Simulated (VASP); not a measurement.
# LaScCl6 (Fm-3m) in VASP: density of states with PBE

Aim: the density of states of LaScCl6 with PBE.

All numbers are computed with VASP 6.6.1; they aren't measurements. Logs are shortened: lines on timing, memory, paths and dates and some standing lists are left out, and cuts for length are marked.

## (1) The cell of the first run

Symmetry: Fm-3m, No. 225, cubic system. Conventional cell: a = 10.572 Å, b = 10.572 Å, c = 10.572 Å, α = 90.00°, β = 90.00°, γ = 90.00°. Within 3.7 Å of La (site symmetry m-3m) lie 6 Cl at 2.79 Å. Sc (site symmetry m-3m) has 6 Cl at 2.50 Å within 3.3 Å. Within 3.3 Å of Cl (site symmetry 4mm) lie 1 Sc at 2.50 Å and 1 La at 2.79 Å.

## (2) Density of states, PBE

Contents of POSCAR:

```
LaScCl6
1.0
    0.0000000000      5.2860483040      5.2860483040
    5.2860483040      0.0000000000      5.2860483040
    5.2860483040      5.2860483040      0.0000000000
La Sc Cl
1 1 6
Direct
    0.0000000000      0.0000000000      0.0000000000
    0.5000000000      0.5000000000      0.5000000000
    0.2636773357      0.7363226643      0.7363226643
    0.7363226643      0.2636773357      0.2636773357
    0.7363226643      0.2636773357      0.7363226643
    0.2636773357      0.7363226643      0.2636773357
    0.7363226643      0.7363226643      0.2636773357
    0.2636773357      0.2636773357      0.7363226643
```

Contents of INCAR.step1:

```
  PREC = Accurate
  ENCUT = 520
  EDIFF = 1E-6
  ISMEAR = 0
  SIGMA = 0.02
  LREAL = F
  LASPH = T
  NELM = 100
  ALGO = Normal
  ISIF = 2
  LWAVE = F
  LCHARG = T
  LMAXMIX = 6
  GGA = PE
  NBANDS = 42
```

Contents of KPOINTS.step1:

```
regular mesh
0
Gamma
  4 4 4
```

Contents of INCAR.step2:

```
  PREC = Accurate
  ENCUT = 520
  EDIFF = 1E-6
  ISMEAR = -5
  SIGMA = 0.02
  LREAL = F
  LASPH = T
  NELM = 100
  ALGO = Normal
  ISIF = 2
  LWAVE = F
  LCHARG = F
  LMAXMIX = 6
  GGA = PE
  LORBIT = 11
  NEDOS = 2001
  ICHARG = 11
```

Contents of KPOINTS.step2:

```
regular mesh
0
Gamma
  6 6 6
```

Potentials or basis: VASP PAW PBE potentials, release 64 (La, Sc_sv, Cl).

On the command line:

```console
> cat potpaw_PBE.64/La/POTCAR potpaw_PBE.64/Sc_sv/POTCAR potpaw_PBE.64/Cl/POTCAR > POTCAR
> cp INCAR.step1 INCAR
> cp KPOINTS.step1 KPOINTS
> mpirun -np 1 vasp_std > vasp.out
> cp INCAR.step2 INCAR
> cp KPOINTS.step2 KPOINTS
> mpirun -np 1 vasp_std > vasp.out
```

OUTCAR:

```text
PREC = Accurate
   ENCUT = 520
   EDIFF = 1E-6
   ISMEAR = -5
   LREAL = F
   LASPH = T
   NELM = 100
   ISIF = 2
   GGA = PE
   LORBIT = 11
   ICHARG = 11

 ion  position               nearest neighbor table
   1  0.000  0.000  0.000-   3 2.79   4 2.79   5 2.79   6 2.79   7 2.79   8 2.79
   2  0.500  0.500  0.500-   3 2.50   4 2.50   5 2.50   6 2.50   7 2.50   8 2.50
   3  0.264  0.736  0.736-   2 2.50   1 2.79
   4  0.736  0.264  0.264-   2 2.50   1 2.79
   5  0.736  0.264  0.736-   2 2.50   1 2.79
   6  0.264  0.736  0.264-   2 2.50   1 2.79
   7  0.736  0.736  0.264-   2 2.50   1 2.79
   8  0.264  0.264  0.736-   2 2.50   1 2.79

  LATTYP: Found a face centered cubic cell.
 ALAT       =    10.5720966080

  Lattice vectors:

 A1 = (   0.0000000000,   5.2860483040,   5.2860483040)
 A2 = (   5.2860483040,   0.0000000000,   5.2860483040)
 A3 = (   5.2860483040,   5.2860483040,   0.0000000000)

Analysis of symmetry for initial positions (statically):
=====================================================================
 Subroutine PRICEL returns:
 Original cell was already a primitive cell.

 Routine SETGRP: Setting up the symmetry group for a
 face centered cubic supercell.

 Subroutine GETGRP returns: Found 48 space group operations
 (whereof 48 operations were pure point group operations)
 out of a pool of 48 trial point group operations.

The static configuration has the point symmetry O_h .

Analysis of symmetry for dynamics (positions and initial velocities):
=====================================================================
 Subroutine PRICEL returns:
 Original cell was already a primitive cell.

 Routine SETGRP: Setting up the symmetry group for a
 face centered cubic supercell.

 Subroutine GETGRP returns: Found 48 space group operations
 (whereof 48 operations were pure point group operations)
 out of a pool of 48 trial point group operations.

The dynamic configuration has the point symmetry O_h .

 Subroutine INISYM returns: Found 48 space group operations
 (whereof 48 operations are pure point group operations),
 and found     1 'primitive' translations

----------------------------------------------------------------------------------------

                                     Primitive cell

  volume of cell :     295.4088

  direct lattice vectors                    reciprocal lattice vectors
     0.000000000  5.286048304  5.286048304    -0.094588617  0.094588617  0.094588617
     5.286048304  0.000000000  5.286048304     0.094588617 -0.094588617  0.094588617
     5.286048304  5.286048304  0.000000000     0.094588617  0.094588617 -0.094588617

  length of vectors
     7.475601203  7.475601203  7.475601203     0.163832291  0.163832291  0.163832291

  position of ions in fractional coordinates (direct lattice)
     0.000000000  0.000000000  0.000000000
     0.500000000  0.500000000  0.500000000
     0.263677336  0.736322664  0.736322664
     0.736322664  0.263677336  0.263677336
     0.736322664  0.263677336  0.736322664
     0.263677336  0.736322664  0.263677336
     0.736322664  0.736322664  0.263677336
     0.263677336  0.263677336  0.736322664

  ion indices of the primitive-cell ions
   primitive index   ion index
                 1           1
                 2           2
                 3           3
                 4           4
                 5           5
                 6           6
                 7           7
                 8           8

----------------------------------------------------------------------------------------

 KPOINTS: regular mesh

Automatic generation of k-mesh.
 Grid dimensions read from file:
 generate k-points for:    6    6    6

 Generating k-lattice:

  Cartesian coordinates                     Fractional coordinates (reciprocal lattice)
    -0.015764770  0.015764770  0.015764770     0.166666667  0.000000000  0.000000000
     0.015764770 -0.015764770  0.015764770     0.000000000  0.166666667  0.000000000
     0.015764770  0.015764770 -0.015764770     0.000000000  0.000000000  0.166666667

  Length of vectors
     0.027305382  0.027305382  0.027305382

  Shift w.r.t. Gamma in fractional coordinates (k-lattice)
     0.000000000  0.000000000  0.000000000

 TETIRR: Found     35 inequivalent tetrahedra from     1296

 Subroutine IBZKPT returns following result:
 ===========================================

 Found     16 irreducible k-points:

 Following reciprocal coordinates:
            Coordinates               Weight
  0.000000  0.000000  0.000000      1.000000
  0.166667  0.000000  0.000000      8.000000
  0.333333  0.000000  0.000000      8.000000
  0.500000  0.000000  0.000000      4.000000
  0.166667  0.166667  0.000000      6.000000
  0.333333  0.166667  0.000000     24.000000
[... 8 lines left out ...]
 -0.333333  0.333333  0.166667     24.000000
 -0.333333  0.500000  0.166667     12.000000
   k-points           NKPTS =     16   k-points in BZ     NKDIM =     16   number of bands    NBANDS=     38
   number of dos      NEDOS =   2001   number of ions     NIONS =      8
   total plane-waves  NPLWV = 175616
   dimension x,y,z NGX =    56 NGY =   56 NGZ =   56
   dimension x,y,z NGXF=   112 NGYF=  112 NGZF=  112
   ions per type =               1   1   6
   NGX,Y,Z   is equivalent  to a cutoff of  12.45, 12.45, 12.45 a.u.
   NGXF,Y,Z  is equivalent  to a cutoff of  24.91, 24.91, 24.91 a.u.
 SYSTEM =  unknown system
   PREC   = accura    normal or accurate (medium, high low for compatibility)
   ISTART =      0    job   : 0-new  1-cont  2-samecut
   ICHARG =     11    charge: 1-file 2-atom 10-const
   ISPIN  =      1    spin polarized calculation?
   LNONCOLLINEAR =      F non collinear calculations
   LSORBIT =      F    spin-orbit coupling
   LASPH  =      T    aspherical Exc in radial PAW
   ENCUT  =  520.0 eV  38.22 Ry    6.18 a.u.  13.90 13.90 13.90*2*pi/ulx,y,z
   NELM   =    100;   NELMIN=  2; NELMDL=  0     # of ELM steps
   EDIFF  = 0.1E-05   stopping-criterion for ELM
   LREAL  =      F    real-space projection
   EDIFFG = 0.1E-04   stopping-criterion for IOM
   NSW    =      0    number of steps for IOM
   IBRION =     -1    ionic relax: 0-MD 1-quasi-New 2-CG
   NFREE  =      0    steps in history (QN), initial steepest desc. (CG)
   ISIF   =      2    stress and relaxation
   ISYM   =      2    0-nonsym 1-usesym 2-fastsym
   POTIM  = 0.5000    time-step for ionic-motion
   TEBEG  =    0.0;   TEEND  =   0.0 temperature during run
   PSTRESS=    0.0 pullay stress
   NELECT =      64.0000    total number of electrons
   NUPDOWN=      -1.0000    fix difference up-down
   EMIN   =  10.00;   EMAX   =-10.00  energy-range for DOS
   EFERMI =   0.00;   METHOD = LEGACY
   ISMEAR =    -5;   SIGMA  =   0.02  broadening in eV -4-tet -1-fermi 0-gaus
   EFERMI_NEDOS =   21; number of points for ismear=-14 and -15
   IALGO  =     38    algorithm
   IMIX   =      4    mixing-type and parameters
     AMIX     =   0.40;   BMIX     =  1.00
     AMIX_MAG =   1.60;   BMIX_MAG =  1.00
  volume/ion in A,a.u.               =      36.93       249.19
  Fermi-wavevector in a.u.,A,eV,Ry     =   0.983242  1.858058 13.153631  0.966765
  Thomas-Fermi vector in A             =   2.114385
   LORBIT       =     11    0 simple, 1 ext, 2 COOP (PROOUT), +10 PAW based schemes
   GGA     = PE    functional components
   LHFCALC =     F    Hartree Fock is set to
   AEXX    =    0.0000 exact exchange contribution
   IVDW    =     0    specifies the selected vdW correction
   LEPSILON=     F    determine dielectric tensor
   LRPA    =     F    only Hartree local field effects (RPA)
 non-spin polarized calculation
 Fermi weights with tetrahedron method with Bloechl corrections
  energy-cutoff  :      520.00
  volume of cell :      295.41
 maximum number of plane-waves:      7996

 number of electron      64.0000010 magnetization

 Free energy of the ion-electron system (eV)
  ---------------------------------------------------
  ext. energy  EPLUGINS =         0.00000000
  ---------------------------------------------------
  free energy    TOTEN  =       -39.59816141 eV

  energy without entropy =      -39.59816141  energy(sigma->0) =      -39.59816141

 E-fermi :  -1.5369     XC(G=0):  -6.8670

 val. band max:       -1.5387737470   @ k =   0.0000   0.0000   0.0000
 cond. band min:       1.8076979230   @ k =   0.0000   0.0000   0.0000
 fundamental gap:      3.3464716701
 Fermi energy:        -1.5368745133

 k-point     1 :       0.0000    0.0000    0.0000
  band No.  band energies     occupation
      1     -50.1782      2.00000
      2     -32.4263      2.00000
      3     -28.7688      2.00000
      4     -28.7688      2.00000
      5     -28.7688      2.00000
      6     -16.5254      2.00000
[... 30 lines left out ...]
     37       2.4531      0.00000
     38       2.4578      0.00000

 k-point     2 :       0.1667    0.0000    0.0000
  band No.  band energies     occupation
      1     -50.1782      2.00000
      2     -32.4263      2.00000
      3     -28.7688      2.00000
      4     -28.7688      2.00000
      5     -28.7688      2.00000
      6     -16.5338      2.00000
[... 30 lines left out ...]
     37       2.4657      0.00000
     38       2.5030      0.00000
[... 531 lines left out ...]
     37       2.4485      0.00000
     38       2.4805      0.00000

 k-point    16 :      -0.3333    0.5000    0.1667
  band No.  band energies     occupation
      1     -50.1782      2.00000
      2     -32.4263      2.00000
      3     -28.7688      2.00000
      4     -28.7688      2.00000
      5     -28.7688      2.00000
      6     -16.5344      2.00000
[... 30 lines left out ...]
     37       2.4495      0.00000
     38       2.4668      0.00000

------------------------ aborting loop because EDIFF is reached ----------------------------------------

  FORCE on cell =-STRESS in cart. coord.  units (eV):
  Direction    XX          YY          ZZ          XY          YZ          ZX
  --------------------------------------------------------------------------------------
  -------------------------------------------------------------------------------------
  Total       -0.0518480     -0.0518480     -0.0518480      0.0000000      0.0000000     -0.0000000
  in kB       -0.2812028     -0.2812028     -0.2812028      0.0000000      0.0000000     -0.0000000
  external PRESSURE =      -0.2812028 kB  Pullay stress =       0.0000000 kB

 VOLUME and BASIS-vectors are now :
 -----------------------------------------------------------------------------
  energy-cutoff  :      520.00
  volume of cell :      295.41
      direct lattice vectors                 reciprocal lattice vectors
     0.000000000  5.286048304  5.286048304    -0.094588617  0.094588617  0.094588617
     5.286048304  0.000000000  5.286048304     0.094588617 -0.094588617  0.094588617
     5.286048304  5.286048304  0.000000000     0.094588617  0.094588617 -0.094588617

 POSITION                                       TOTAL-FORCE (eV/Angst)
 -----------------------------------------------------------------------------------
      0.00000      0.00000      0.00000         0.000000      0.000000      0.000000
      5.28605      5.28605      5.28605         0.000000      0.000000      0.000000
      7.78447      5.28605      5.28605         0.034428      0.000000      0.000000
      2.78762      5.28605      5.28605        -0.034428      0.000000      0.000000
      5.28605      7.78447      5.28605         0.000000      0.034428      0.000000
      5.28605      2.78762      5.28605         0.000000     -0.034428      0.000000
      5.28605      5.28605      7.78447         0.000000      0.000000      0.034428
      5.28605      5.28605      2.78762         0.000000      0.000000     -0.034428
 -----------------------------------------------------------------------------------
    total drift:                               -0.000000     -0.000000     -0.000000

  FREE ENERGIE OF THE ION-ELECTRON SYSTEM (eV)
  ---------------------------------------------------
  free  energy   TOTEN  =       -39.5981614140 eV

  energy  without entropy=      -39.5981614140  energy(sigma->0) =      -39.59816141

 total charge

# of ion       s       p       d       f       tot
--------------------------------------------------
    1        2.007   5.690   0.499   0.193   8.388
    2        2.175   6.162   0.884   0.000   9.222
    3        1.594   3.568   0.000   0.000   5.162
    4        1.594   3.568   0.000   0.000   5.162
    5        1.594   3.568   0.000   0.000   5.162
    6        1.594   3.568   0.000   0.000   5.162
    7        1.594   3.568   0.000   0.000   5.162
    8        1.594   3.568   0.000   0.000   5.162
--------------------------------------------------
tot         13.746  33.261   1.383   0.193  48.583
```

Wall time 7 min (1 thread of Intel Xeon 6975P-C, shared host); peak memory 0.5 GiB.

Results:

- Valence electrons inside the program's atomic spheres: La 8.39; Sc 9.22; Cl 5.16

Caveat: spin-orbit coupling is left out, which moves the levels of the heavy elements.
